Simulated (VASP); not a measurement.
# Fe (Im-3m) in VASP: a series of runs

Fe is run at these levels: LDA; tasks: single point.

Everything below comes from runs of VASP 6.6.1. Logs are shortened: lines on timing, memory, paths and dates and some standing lists are left out, and cuts for length are marked.

### Step 1. The cell of the first run

The structure is cubic, space group Im-3m (No. 229). Conventional cell: a = 2.663 Å, b = 2.663 Å, c = 2.663 Å, α = 90.00°, β = 90.00°, γ = 90.00°. Fe (site symmetry m-3m) has 14 Fe at 2.31 to 2.66 Å within 3.0 Å.

### Step 2. Single point, LDA, collinear spin, ferromagnetic start

Contents of INCAR:

```
  PREC = Accurate
  ENCUT = 520
  EDIFF = 1E-6
  ISMEAR = -1
  SIGMA = 0.05
  LREAL = False
  LASPH = True
  NELM = 150
  ALGO = Normal
  ISIF = 2
  LWAVE = False
  LCHARG = True
  ISPIN = 2
  MAGMOM = 2.5
  LORBIT = 11
  LMAXMIX = 4
  LELF = True
  LVHAR = True
  NBANDS = 14
```

Contents of KPOINTS:

```
regular mesh
0
Gamma
  20 20 20
```

Contents of POSCAR:

```
Fe
1.0
   -1.3315780440      1.3315780440      1.3315780440
    1.3315780440     -1.3315780440      1.3315780440
    1.3315780440      1.3315780440     -1.3315780440
Fe
1
Direct
    0.0000000000      0.0000000000      0.0000000000
```

Potentials or basis: VASP PAW LDA potentials, release 64 (Fe).

Command:

```
> cat potpaw_LDA.64/Fe/POTCAR > POTCAR
> mpirun -np 1 vasp_std > vasp.out
```

OUTCAR:

```text
PREC = Accurate
   ENCUT = 520
   EDIFF = 1E-6
   ISMEAR = -1
   LREAL = False
   LASPH = True
   NELM = 150
   ISIF = 2
   ISPIN = 2
   LORBIT = 11

 ion  position               nearest neighbor table
   1  0.000  0.000  0.000-

  LATTYP: Found a body centered cubic cell.
 ALAT       =     2.6631560880

  Lattice vectors:

 A1 = (  -1.3315780440,   1.3315780440,   1.3315780440)
 A2 = (   1.3315780440,  -1.3315780440,   1.3315780440)
 A3 = (   1.3315780440,   1.3315780440,  -1.3315780440)

Analysis of symmetry for initial positions (statically):
=====================================================================
 Subroutine PRICEL returns:
 Original cell was already a primitive cell.

 Routine SETGRP: Setting up the symmetry group for a
 body centered cubic supercell.

 Subroutine GETGRP returns: Found 48 space group operations
 (whereof 48 operations were pure point group operations)
 out of a pool of 48 trial point group operations.

The static configuration has the point symmetry O_h .

Analysis of symmetry for dynamics (positions and initial velocities):
=====================================================================
 Subroutine PRICEL returns:
 Original cell was already a primitive cell.

 Routine SETGRP: Setting up the symmetry group for a
 body centered cubic supercell.

 Subroutine GETGRP returns: Found 48 space group operations
 (whereof 48 operations were pure point group operations)
 out of a pool of 48 trial point group operations.

The dynamic configuration has the point symmetry O_h .

Analysis of structural, dynamic, and magnetic symmetry:
=====================================================================
 Subroutine PRICEL returns:
 Original cell was already a primitive cell.

 Routine SETGRP: Setting up the symmetry group for a
 body centered cubic supercell.

 Subroutine GETGRP returns: Found 48 space group operations
 (whereof 48 operations were pure point group operations)
 out of a pool of 48 trial point group operations.

The overall configuration has the point symmetry O_h .

 Subroutine INISYM returns: Found 48 space group operations
 (whereof 48 operations are pure point group operations),
 and found     1 'primitive' translations

----------------------------------------------------------------------------------------

                                     Primitive cell

  volume of cell :       9.4441

  direct lattice vectors                    reciprocal lattice vectors
    -1.331578044  1.331578044  1.331578044     0.000000000  0.375494326  0.375494326
     1.331578044 -1.331578044  1.331578044     0.375494326  0.000000000  0.375494326
     1.331578044  1.331578044 -1.331578044     0.375494326  0.375494326  0.000000000

  length of vectors
     2.306360826  2.306360826  2.306360826     0.531029168  0.531029168  0.531029168

  position of ions in fractional coordinates (direct lattice)
     0.000000000  0.000000000  0.000000000

  ion indices of the primitive-cell ions
   primitive index   ion index
                 1           1

----------------------------------------------------------------------------------------

 KPOINTS: regular mesh

Automatic generation of k-mesh.
 Grid dimensions read from file:
 generate k-points for:   20   20   20

 Generating k-lattice:

  Cartesian coordinates                     Fractional coordinates (reciprocal lattice)
     0.000000000  0.018774716  0.018774716     0.050000000  0.000000000  0.000000000
     0.018774716  0.000000000  0.018774716     0.000000000  0.050000000  0.000000000
     0.018774716  0.018774716  0.000000000     0.000000000  0.000000000  0.050000000

  Length of vectors
     0.026551458  0.026551458  0.026551458

  Shift w.r.t. Gamma in fractional coordinates (k-lattice)
     0.000000000  0.000000000  0.000000000

 Subroutine IBZKPT returns following result:
 ===========================================

 Found    256 irreducible k-points:

 Following reciprocal coordinates:
            Coordinates               Weight
  0.000000  0.000000  0.000000      1.000000
  0.050000  0.000000  0.000000     12.000000
  0.100000  0.000000  0.000000     12.000000
  0.150000  0.000000  0.000000     12.000000
  0.200000  0.000000  0.000000     12.000000
  0.250000  0.000000  0.000000     12.000000
[... 16 lines left out ...]
  0.200000  0.100000  0.000000     48.000000
  0.250000  0.100000 -0.000000     48.000000
 [... further k-points ...]
   k-points           NKPTS =    256   k-points in BZ     NKDIM =    256   number of bands    NBANDS=     14
   number of dos      NEDOS =    301   number of ions     NIONS =      1
   total plane-waves  NPLWV =   5832
   dimension x,y,z NGX =    18 NGY =   18 NGZ =   18
   dimension x,y,z NGXF=    36 NGYF=   36 NGZF=   36
   ions per type =               1
   NGX,Y,Z   is equivalent  to a cutoff of  12.97, 12.97, 12.97 a.u.
   NGXF,Y,Z  is equivalent  to a cutoff of  25.95, 25.95, 25.95 a.u.
 SYSTEM =  unknown system
   PREC   = accura    normal or accurate (medium, high low for compatibility)
   ISTART =      0    job   : 0-new  1-cont  2-samecut
   ICHARG =      2    charge: 1-file 2-atom 10-const
   ISPIN  =      2    spin polarized calculation?
   LNONCOLLINEAR =      F non collinear calculations
   LSORBIT =      F    spin-orbit coupling
   LASPH  =      T    aspherical Exc in radial PAW
   ENCUT  =  520.0 eV  38.22 Ry    6.18 a.u.   4.29  4.29  4.29*2*pi/ulx,y,z
   NELM   =    150;   NELMIN=  2; NELMDL= -5     # of ELM steps
   EDIFF  = 0.1E-05   stopping-criterion for ELM
   LREAL  =      F    real-space projection
   EDIFFG = 0.1E-04   stopping-criterion for IOM
   NSW    =      0    number of steps for IOM
   IBRION =     -1    ionic relax: 0-MD 1-quasi-New 2-CG
   NFREE  =      0    steps in history (QN), initial steepest desc. (CG)
   ISIF   =      2    stress and relaxation
   ISYM   =      2    0-nonsym 1-usesym 2-fastsym
   POTIM  = 0.5000    time-step for ionic-motion
   TEBEG  =    0.0;   TEEND  =   0.0 temperature during run
   PSTRESS=    0.0 pullay stress
   NELECT =       8.0000    total number of electrons
   NUPDOWN=      -1.0000    fix difference up-down
   EMIN   =  10.00;   EMAX   =-10.00  energy-range for DOS
   EFERMI =   0.00;   METHOD = LEGACY
   ISMEAR =    -1;   SIGMA  =   0.05  broadening in eV -4-tet -1-fermi 0-gaus
   EFERMI_NEDOS =   21; number of points for ismear=-14 and -15
   IALGO  =     38    algorithm
   IMIX   =      4    mixing-type and parameters
     AMIX     =   0.40;   BMIX     =  1.00
     AMIX_MAG =   1.60;   BMIX_MAG =  1.00
  volume/ion in A,a.u.               =       9.44        63.73
  Fermi-wavevector in a.u.,A,eV,Ry     =   1.549000  2.927186 32.645850  2.399402
  Thomas-Fermi vector in A             =   2.653870
   LORBIT       =     11    0 simple, 1 ext, 2 COOP (PROOUT), +10 PAW based schemes
   GGA     = CA    functional components
   LHFCALC =     F    Hartree Fock is set to
   AEXX    =    0.0000 exact exchange contribution
   IVDW    =     0    specifies the selected vdW correction
   LEPSILON=     F    determine dielectric tensor
   LRPA    =     F    only Hartree local field effects (RPA)
 spin polarized calculation
  energy-cutoff  :      520.00
  volume of cell :        9.44
 maximum number of plane-waves:       268
 NGX is ok and might be reduce to    18
   NGX =  9   NGY =  9   NGZ =  9

 number of electron       8.0000008 magnetization       1.7818026

 Free energy of the ion-electron system (eV)
  ---------------------------------------------------
  ext. energy  EPLUGINS =         0.00000000
  ---------------------------------------------------
  free energy    TOTEN  =        -9.14968247 eV

  energy without entropy =       -9.13968802  energy(sigma->0) =       -9.14468525

 E-fermi :   7.9048     XC(G=0): -14.4894

 val. band max:        7.9025746692   @ k =  -0.3500   0.3500   0.0500
 cond. band min:       7.9060395283   @ k =   0.2000   0.1500   0.0000
 fundamental gap:      0.0034648591
 Fermi energy:         7.9047555665

 spin component 1

 k-point     1 :       0.0000    0.0000    0.0000
  band No.  band energies     occupation
      1      -1.7936      1.00000
      2       5.1726      1.00000
      3       5.1726      1.00000
      4       5.1726      1.00000
      5       6.9744      1.00000
      6       6.9744      1.00000
      7      34.5058      0.00000
      8      34.5058      0.00000
      9      34.5058      0.00000
     10      40.9909      0.00000
     11      40.9909      0.00000
     12      44.3379      0.00000
     13      44.3379      0.00000
     14      44.3379      0.00000

 k-point     2 :       0.0500    0.0000    0.0000
  band No.  band energies     occupation
      1      -1.6729      1.00000
      2       5.1331      1.00000
      3       5.1691      1.00000
      4       5.2469      1.00000
      5       6.9325      1.00000
      6       6.9776      1.00000
      7      33.8950      0.00000
      8      34.3897      0.00000
      9      34.4912      0.00000
     10      40.6312      0.00000
     11      41.4711      0.00000
     12      42.9087      0.00000
     13      43.0786      0.00000
     14      44.5889      0.00000
[... 343 lines left out ...]
      1       1.0326      1.00000
      2       4.4140      1.00000
      3       4.7139      1.00000
      4       6.5896      1.00000
      5       7.1155      1.00000
      6       7.2506      1.00000
      7      25.8947      0.00000
      8      28.9888      0.00000
      9      33.8352      0.00000
     10      35.5240      0.00000
     11      40.6534      0.00000
     12      42.0690      0.00000
     13      47.6621      0.00000
     14      48.6241      0.00000

 k-point    24 :       0.2500    0.1000   -0.0000
  band No.  band energies     occupation
      1       1.6748      1.00000
      2       4.1939      1.00000
      3       4.8362      1.00000
      4       6.6858      1.00000
      5       7.2479      1.00000
      6       7.8498      0.75021
      7      23.5629      0.00000
      8      28.0516      0.00000
      9      32.5254      0.00000
     10      35.5036      0.00000
     11      40.9210      0.00000
     12      42.4362      0.00000
     13      48.3495      0.00000
     14      50.8975      0.00000

 [... further k-points ...]

 spin component 2

 k-point     1 :       0.0000    0.0000    0.0000
  band No.  band energies     occupation
      1      -1.4172      1.00000
      2       6.6047      1.00000
      3       6.6047      1.00000
      4       6.6047      1.00000
      5       8.9251      0.00000
      6       8.9251      0.00000
      7      34.7014      0.00000
      8      34.7014      0.00000
      9      34.7014      0.00000
     10      41.4763      0.00000
     11      41.4763      0.00000
     12      45.0822      0.00000
     13      45.0822      0.00000
     14      45.0822      0.00000

 k-point     2 :       0.0500    0.0000    0.0000
  band No.  band energies     occupation
      1      -1.2958      1.00000
      2       6.5610      1.00000
      3       6.5985      1.00000
      4       6.6828      1.00000
      5       8.8761      0.00000
      6       8.9284      0.00000
      7      34.1581      0.00000
      8      34.6039      0.00000
      9      34.7089      0.00000
     10      41.1214      0.00000
     11      41.9326      0.00000
     12      43.6911      0.00000
     13      43.8470      0.00000
     14      45.3156      0.00000
[... 343 lines left out ...]
      1       1.4998      1.00000
      2       5.7630      1.00000
      3       6.0339      1.00000
      4       8.4075      0.00004
      5       8.6663      0.00000
      6       9.1698      0.00000
      7      26.6249      0.00000
      8      29.5342      0.00000
      9      34.4525      0.00000
     10      35.9709      0.00000
     11      41.1652      0.00000
     12      42.6510      0.00000
     13      48.1313      0.00000
     14      49.2346      0.00000

 k-point    24 :       0.2500    0.1000   -0.0000
  band No.  band energies     occupation
      1       2.2671      1.00000
      2       5.5215      1.00000
      3       6.0393      1.00000
      4       8.4856      0.00001
      5       9.1604      0.00000
      6       9.4102      0.00000
      7      24.3714      0.00000
      8      28.5945      0.00000
      9      33.1321      0.00000
     10      36.0024      0.00000
     11      41.5026      0.00000
     12      42.9510      0.00000
     13      48.7979      0.00000
     14      51.4998      0.00000

 [... further k-points ...]

------------------------ aborting loop because EDIFF is reached ----------------------------------------

  FORCE on cell =-STRESS in cart. coord.  units (eV):
  Direction    XX          YY          ZZ          XY          YZ          ZX
  --------------------------------------------------------------------------------------
  -------------------------------------------------------------------------------------
  Total        1.7396300      1.7396300      1.7396300     -0.0000000     -0.0000000      0.0000000
  in kB      295.1260899    295.1260899    295.1260899     -0.0000000     -0.0000000      0.0000000
  external PRESSURE =     295.1260899 kB  Pullay stress =       0.0000000 kB

 VOLUME and BASIS-vectors are now :
 -----------------------------------------------------------------------------
  energy-cutoff  :      520.00
  volume of cell :        9.44
      direct lattice vectors                 reciprocal lattice vectors
    -1.331578044  1.331578044  1.331578044     0.000000000  0.375494326  0.375494326
     1.331578044 -1.331578044  1.331578044     0.375494326  0.000000000  0.375494326
     1.331578044  1.331578044 -1.331578044     0.375494326  0.375494326  0.000000000

 POSITION                                       TOTAL-FORCE (eV/Angst)
 -----------------------------------------------------------------------------------
      0.00000      0.00000      0.00000         0.000000      0.000000      0.000000
 -----------------------------------------------------------------------------------
    total drift:                                0.000000      0.000000      0.000000

  FREE ENERGIE OF THE ION-ELECTRON SYSTEM (eV)
  ---------------------------------------------------
  free  energy   TOTEN  =        -9.1496824713 eV

  energy  without entropy=       -9.1396880229  energy(sigma->0) =       -9.14468525

 total charge

# of ion       s       p       d       tot
------------------------------------------
    1        0.575   0.716   6.441   7.732

 magnetization (x)

# of ion       s       p       d       tot
------------------------------------------
    1       -0.008  -0.030   1.780   1.742
```

It took 28 s on 1 thread of Intel Xeon 6975P-C (Granite Rapids), shared host; peak memory 0.16 GiB.

Results:

- Free energy: -9.1497 eV
- Pressure: 29.5 GPa
- Net moment: 1.78 μB per cell
- Site moments: Fe +1.74 μB
- Valence electrons inside the program's atomic spheres: Fe 7.73

Levels at points of the mesh, in eV from the Fermi level:
Spin up:
```
           k point  band 3  band 4  band 5  band 6  band 7  band 8
(0.00, 0.00, 0.00)   -2.73   -2.73   -0.93   -0.93   26.60   26.60
(0.50, 0.00, 0.00)   -0.88   -0.65    0.36    0.89    9.17   19.75
(0.50, 0.50, 0.50)    0.52    0.52    0.52   11.16   11.16   11.16
```
Spin down:
| k point | band 1 | band 2 | band 3 | band 4 | band 5 | band 6 | band 7 |
| --- | --- | --- | --- | --- | --- | --- | --- |
| (0.00, 0.00, 0.00) | -9.32 | -1.30 | -1.30 | -1.30 | 1.02 | 1.02 | 26.80 |
| (0.50, 0.00, 0.00) | -5.07 | -2.91 | 0.75 | 0.95 | 1.36 | 2.56 | 10.32 |
| (0.50, 0.50, 0.50) | -4.76 | -4.76 | 2.16 | 2.16 | 2.16 | 11.61 | 11.61 |

### Step 3. Single point, LDA, collinear spin, ferromagnetic start

Contents of INCAR:

```
SYSTEM = Fe
  PREC = Accurate
  ENCUT = 520
  EDIFF = 1E-6
  ISMEAR = -1
  SIGMA = 0.05
  LREAL = .FALSE.
  LASPH = .TRUE.
  NELM = 150
  ALGO = Normal
  ISIF = 2
  LWAVE = .FALSE.
  LCHARG = .TRUE.
  ISPIN = 2
  MAGMOM = 2.5
  LORBIT = 11
  LMAXMIX = 4
  LELF = .TRUE.
  LVHAR = .TRUE.
  NBANDS = 14
```

Contents of KPOINTS:

```
regular mesh
0
G
  20 20 20
  0 0 0
```

Contents of POSCAR:

```
Fe
1.0
   -1.3312989958      1.3312989958      1.3312989958
    1.3312989958     -1.3312989958      1.3312989958
    1.3312989958      1.3312989958     -1.3312989958
Fe
1
Direct
    0.0000000000      0.0000000000      0.0000000000
```

Potentials or basis: VASP PAW LDA potentials, release 64 (Fe).

Command:

```
> cat potpaw_LDA.64/Fe/POTCAR > POTCAR
> mpirun -np 1 vasp_std > vasp.out
```

It took 28 s on 1 thread of Intel Xeon 6975P-C (Granite Rapids), shared host; peak memory 0.16 GiB.

It converged, with:

```
Free energy                                           : -9.1486 eV
Pressure                                              : 29.7 GPa
Net moment                                            : 1.78 μB per cell
Site moments                                          : Fe +1.74 μB
Valence electrons inside the program's atomic spheres : Fe 7.73
```

Levels at points of the mesh, in eV from the Fermi level:
Spin up:
| k point | band 1 | band 2 | band 3 | band 4 | band 5 | band 6 | band 7 | band 8 | band 9 | band 10 |
| --- | --- | --- | --- | --- | --- | --- | --- | --- | --- | --- |
| (0.00, 0.00, 0.00) | -9.70 | -2.73 | -2.73 | -2.73 | -0.93 | -0.93 | 26.61 | 26.61 | 26.61 | 33.10 |
| (0.50, 0.00, 0.00) | -6.10 | -4.21 | -0.88 | -0.64 | 0.36 | 0.89 | 9.18 | 19.76 | 23.13 | 26.27 |
| (0.50, 0.50, 0.50) | -6.08 | -6.08 | 0.52 | 0.52 | 0.52 | 11.17 | 11.17 | 11.17 | 17.73 | 17.73 |
Spin down:
```csv
k point,band 1,band 2,band 3,band 4,band 5,band 6
"(0.00, 0.00, 0.00)",-9.33,-1.30,-1.30,-1.30,1.02,1.02
"(0.50, 0.00, 0.00)",-5.07,-2.92,0.76,0.95,1.36,2.56
"(0.50, 0.50, 0.50)",-4.76,-4.76,2.16,2.16,2.16,11.62
```
